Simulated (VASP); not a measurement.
BeZnSe2, 4 atoms in the cell. The structure is tetragonal, space group P-4m2 (No. 115). The conventional cell has a = 3.837 Å, b = 3.837 Å, c = 5.516 Å, α = 90.00°, β = 90.00°, γ = 90.00°. Within 3.0 Å of Be (site symmetry -4m2) lie 4 Se at 2.28 Å. Zn (site symmetry -4m2) has 4 Se at 2.45 Å within 3.2 Å. Se (site symmetry 2mm) has 2 Be at 2.28 Å and 2 Zn at 2.45 Å within 3.0 Å. 

| Item | Value |
| --- | --- |
| Program | VASP 6.6.1 |
| Task | single point |
| Functional | r2SCAN |
| Potentials or basis | VASP PAW PBE potentials, release 64 (Be, Zn, Se) |
| Cutoff | 520 eV |
| k mesh | 8 × 8 × 6 |
| Occupations | gaussian, width 0.02 eV |
| Spin | no spin polarisation |
| Dipole correction | no |
| Further INCAR settings | ALGO = Normal; EDIFF = 1e-06; NBANDS = 21 |

Potentials or basis: VASP PAW PBE potentials, release 64 (Be, Zn, Se).

Launch:

```sh
$ cat potpaw_PBE.64/Be/POTCAR potpaw_PBE.64/Zn/POTCAR potpaw_PBE.64/Se/POTCAR > POTCAR
$ cp INCAR.step1 INCAR
$ mpirun -np 1 vasp_std > vasp.out
$ cp INCAR.step2 INCAR
$ mpirun -np 1 vasp_std > vasp.out
```

Hardware: 1 thread of Intel(R) Xeon(R) Platinum 8488C (Sapphire Rapids), with other jobs on the host.

Q: Estimate the wall time of this run.

A: It took 4.1 min on 1 thread of Intel(R) Xeon(R) Platinum 8488C (Sapphire Rapids), with other jobs on the host, peak memory 0.27 GiB. Counts: k points 60.
